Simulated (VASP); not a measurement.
# Ir (P6_3/mmc) in VASP: notebook, part 2 of 2

VASP 6.6.1.

## Step 5: Single point, PBEsol

This run uses another cell than the first one, of 16.09 Å³/atom, 1.073 times its volume.

File INCAR:

```
ALGO = Normal
EDIFF = 1E-6
ENCUT = 520
GGA = PS
ISIF = 2
ISMEAR = 1
LASPH = True
LCHARG = False
LREAL = False
LWAVE = False
NBANDS = 16
NELM = 60
PREC = Accurate
SIGMA = 0.1
```

File KPOINTS:

```
k-points
0
Gamma
  12 12 7
```

File POSCAR:

```
Ir
1.0
    2.8401926860      0.0000000000      0.0000000000
   -1.4200963481      2.4596790196      0.0000000000
    0.0000000000      0.0000000000      4.6063332364
Ir
2
Direct
    0.6666666667      0.3333333333      0.7500000000
    0.3333333333      0.6666666667      0.2500000000
```

Potentials or basis: VASP PAW PBE potentials, release 64 (Ir).

Run with:

```
$ cat potpaw_PBE.64/Ir/POTCAR > POTCAR
$ mpirun -np 1 vasp_std > vasp.out
```

OUTCAR:

```text
EDIFF = 1E-6
   ENCUT = 520
   GGA = PS
   ISIF = 2
   ISMEAR = 1
   LASPH = True
   LREAL = False
   NELM = 60
   PREC = Accurate

 ion  position               nearest neighbor table
   1  0.667  0.333  0.750-   2 2.83   2 2.83   2 2.83   2 2.83   2 2.83   2 2.83
   2  0.333  0.667  0.250-   1 2.83   1 2.83   1 2.83   1 2.83   1 2.83   1 2.83

  LATTYP: Found a hexagonal cell.
 ALAT       =     2.8401926860
 C/A-ratio  =     1.6218382855

  Lattice vectors:

 A1 = (   2.8401926860,   0.0000000000,   0.0000000000)
 A2 = (  -1.4200963481,   2.4596790196,   0.0000000000)
 A3 = (   0.0000000000,   0.0000000000,   4.6063332364)

Analysis of symmetry for initial positions (statically):
=====================================================================
 Subroutine PRICEL returns:
 Original cell was already a primitive cell.

 Routine SETGRP: Setting up the symmetry group for a
 hexagonal supercell.

 Subroutine GETGRP returns: Found 24 space group operations
 (whereof 12 operations were pure point group operations)
 out of a pool of 24 trial point group operations.

The static configuration has the point symmetry D_3d.
 The point group associated with its full space group is D_6h.

Analysis of symmetry for dynamics (positions and initial velocities):
=====================================================================
 Subroutine PRICEL returns:
 Original cell was already a primitive cell.

 Routine SETGRP: Setting up the symmetry group for a
 hexagonal supercell.

 Subroutine GETGRP returns: Found 24 space group operations
 (whereof 12 operations were pure point group operations)
 out of a pool of 24 trial point group operations.

The dynamic configuration has the point symmetry D_3d.
 The point group associated with its full space group is D_6h.

 Subroutine INISYM returns: Found 24 space group operations
[... 107 lines left out ...]
   PSTRESS=    0.0 pullay stress
   NELECT =      18.0000    total number of electrons
   NUPDOWN=      -1.0000    fix difference up-down
   EMIN   =  10.00;   EMAX   =-10.00  energy-range for DOS
   EFERMI =   0.00;   METHOD = LEGACY
   ISMEAR =     1;   SIGMA  =   0.10  broadening in eV -4-tet -1-fermi 0-gaus
   EFERMI_NEDOS =   21; number of points for ismear=-14 and -15
   IALGO  =     38    algorithm
   IMIX   =      4    mixing-type and parameters
     AMIX     =   0.40;   BMIX     =  1.00
     AMIX_MAG =   1.60;   BMIX_MAG =  1.00
  volume/ion in A,a.u.               =      16.09       108.58
  Fermi-wavevector in a.u.,A,eV,Ry     =   1.348875  2.549005 24.755318  1.819465
  Thomas-Fermi vector in A             =   2.476508
   LORBIT       =      0    0 simple, 1 ext, 2 COOP (PROOUT), +10 PAW based schemes
   GGA     = PS    functional components
   LHFCALC =     F    Hartree Fock is set to
   AEXX    =    0.0000 exact exchange contribution
   IVDW    =     0    specifies the selected vdW correction
   LEPSILON=     F    determine dielectric tensor
   LRPA    =     F    only Hartree local field effects (RPA)
 non-spin polarized calculation
 Methfessel and Paxton  Order N= 1 SIGMA  =   0.10
  energy-cutoff  :      520.00
  volume of cell :       32.18
 maximum number of plane-waves:       885
 NGX is ok and might be reduce to    24
   NGX = 11   NGY = 11   NGZ = 17

 number of electron      18.0000000 magnetization

 Free energy of the ion-electron system (eV)
  ---------------------------------------------------
  ext. energy  EPLUGINS =         0.00000000
  ---------------------------------------------------
  free energy    TOTEN  =       -19.00130095 eV

  energy without entropy =      -19.00249159  energy(sigma->0) =      -19.00169783

 E-fermi :   8.2785     XC(G=0): -13.3560

 val. band max:        8.2662976133   @ k =   0.3333   0.0833   0.0000
 cond. band min:       8.2921709991   @ k =   0.2500   0.0833   0.4286
 fundamental gap:      0.0258733858
 Fermi energy:         8.2784991746

 k-point     1 :       0.0000    0.0000    0.0000
  band No.  band energies     occupation
      1      -1.7058      2.00000
      2       1.3070      2.00000
      3       4.9885      2.00000
      4       5.0847      2.00000
      5       5.0847      2.00000
      6       5.6163      2.00000
[... 433 lines left out ...]
      3       3.2345      2.00000
      4       4.1654      2.00000
      5       5.1615      2.00000
      6       5.2500      2.00000
[... 8 lines left out ...]
     15      21.5472      0.00000
     16      22.1628      0.00000

 [... further k-points ...]
[... 5 lines left out ...]
  --------------------------------------------------------------------------------------
  -------------------------------------------------------------------------------------
  Total       -7.2309095     -7.2309095     -7.0910424      0.0000000     -0.0000000      0.0000000
  in kB     -360.0160903   -360.0160909   -353.0523203      0.0000007     -0.0000000      0.0000000
  external PRESSURE =    -357.6948338 kB  Pullay stress =       0.0000000 kB

 VOLUME and BASIS-vectors are now :
 -----------------------------------------------------------------------------
  energy-cutoff  :      520.00
  volume of cell :       32.18
      direct lattice vectors                 reciprocal lattice vectors
     2.840192686  0.000000000  0.000000000     0.352088788  0.203278557  0.000000000
    -1.420096348  2.459679020  0.000000000     0.000000000  0.406557113  0.000000000
     0.000000000  0.000000000  4.606333236     0.000000000  0.000000000  0.217092414

 POSITION                                       TOTAL-FORCE (eV/Angst)
 -----------------------------------------------------------------------------------
      1.42010      0.81989      3.45475         0.000000      0.000000      0.000000
     -0.00000      1.63979      1.15158        -0.000000     -0.000000      0.000000
 -----------------------------------------------------------------------------------
    total drift:                               -0.000000      0.000000     -0.000000

  FREE ENERGIE OF THE ION-ELECTRON SYSTEM (eV)
  ---------------------------------------------------
  free  energy   TOTEN  =       -19.0013009459 eV

  energy  without entropy=      -19.0024915878  energy(sigma->0) =      -19.00169783
```

Wall time 16 s (1 thread of Intel Xeon Platinum 8488C (Sapphire Rapids), shared host); peak memory 0.17 GiB.

What came out:

| Property | Result |
| --- | --- |
| Free energy | -19.0013 eV |
| Pressure | -35.8 GPa |
| Band gap on the k mesh | zero (band 9 reaches 9.00 eV, above the bottom of band 10 at 6.30 eV) |

Levels at points of the mesh, in eV from the Fermi level:
| k point | band 7 | band 8 | band 9 | band 10 | band 11 | band 12 |
| --- | --- | --- | --- | --- | --- | --- |
| (0.00, 0.00, 0.00) | -2.66 | -2.00 | -2.00 | -0.54 | 0.18 | 0.18 |
| (0.50, 0.00, 0.00) | -2.52 | 0.51 | 0.72 | 0.84 | 2.46 | 3.73 |

Caveat: the PAW data sets were made with another functional, which shifts forces and pressure a little; spin-orbit coupling is left out, which moves the levels of the heavy elements.

## Step 6: Summary

```csv
cell,gap on the mesh (eV),pressure (GPa)
"a = 2.774, b = 2.774, c = 4.499 Å, angles 90.0, 90.0, 120.0°, 2 atoms",none,-19.5
"a = 2.796, b = 2.796, c = 4.535 Å, angles 90.0, 90.0, 120.0°, 2 atoms",none,-25.8
"a = 2.819, b = 2.819, c = 4.571 Å, angles 90.0, 90.0, 120.0°, 2 atoms",none,-31.2
"a = 2.840, b = 2.840, c = 4.606 Å, angles 90.0, 90.0, 120.0°, 2 atoms",none,-35.8
```

Alike in all rows: task single point; level PBEsol; potentials or basis VASP PAW PBE potentials, release 64 (Ir); no spin polarisation; k mesh 12 × 12 × 7; cutoff (eV) 520; smearing methfessel-paxton 0.1 eV.

Caveats: the PAW data sets were made with another functional, which shifts forces and pressure a little; spin-orbit coupling is left out, which moves the levels of the heavy elements.

Total energies depend on the potentials used, so only differences within one code and one set of settings carry meaning.
